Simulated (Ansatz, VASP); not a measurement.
**HfO2: VASP beside Ansatz**

```
Hf O
1.0
     3.57669    0.00000    0.00000
     0.00000    3.57669    0.00000
     0.00000    0.00000    5.20222
Hf O
2 4
Direct
  0.50000 0.50000 0.50000
  0.00000 0.00000 0.00000
  0.00000 0.50000 0.69621
  0.50000 0.00000 0.80379
  0.50000 0.00000 0.30379
  0.00000 0.50000 0.19621
```

Alike in both runs: task single point; functional r2SCAN; k mesh 8 × 8 × 6; no spin polarisation.

|  | VASP | Ansatz |
| --- | --- | --- |
| version | VASP 6.6.1 | Ansatz 0.2.0 |
| potentials or method | VASP PAW PBE potentials, release 64 (Hf_pv, O) | plane waves, PAW |
| plane-wave cutoff (eV) | 520 | 500 |
| occupations | gaussian, width 0.01 eV | fixed |
| valence electrons in the cell | 44 | 76 |

Ansatz gave:

| Item | Value |
| --- | --- |
| gap on the k mesh at the Fermi level (eV) | 5.26 |
| pressure (GPa) | 0.0 |
| traceless stress, the component that is largest in VASP (GPa) | 0.00 |
| rms of the force components (eV/Å) | 0.000 |

Estimate VASP's values.

gap on the k mesh at the Fermi level (eV): 5.24; pressure (GPa): -3.5; traceless stress, the component that is largest in VASP (GPa): 0.16; rms of the force components (eV/Å): 0.032.

VASP's potentials were made for PBE, not for r2SCAN. Atom by atom the forces differ by 0.032 eV/Å (rms over components). VASP's potentials hold 44 valence electrons a cell and Ansatz's 76, so a difference there can come from the potentials and not from the codes.

Spin-orbit coupling is off throughout.
